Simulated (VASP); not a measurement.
Crystal: Sn.

```
Sn
1.0
     0.00000    3.35015    3.35015
     3.35015    0.00000    3.35015
     3.35015    3.35015    0.00000
Sn
2
Direct
  0.00000 0.00000 0.00000
  0.25000 0.25000 0.25000
```

This cell differs from its parent crystal: strain +2.0%.

Base run:

```yaml
Program: VASP 6.6.1
Functional: r2SCAN
Potentials_or_basis: VASP PAW PBE potentials, release 64 (Sn_d)
Cutoff: 520 eV
k_mesh: 6 × 6 × 6
Occupations: fermi-dirac, width 0.02 eV
Spin: no spin polarisation
```

Its results: band gap on the k mesh zero (bands 14 and 15 overlap by 0.06 eV); pressure -2.2 GPa.

Q: The run is repeated on the same cell with these changes: functional from r2SCAN to PBE; further incar settings from ALGO = Normal; EDIFF = 1e-06; NBANDS = 21 to ALGO = Normal; EDIFF = 1e-07; NBANDS = 21. What comes out?

A: Band gap on the k mesh zero (bands 14 and 15 overlap by 0.27 eV); pressure -0.7 GPa.

Caveats: spin-orbit coupling is left out, which moves the levels of the heavy elements; the PAW data sets were made with another functional, which shifts forces and pressure a little (at least some runs).
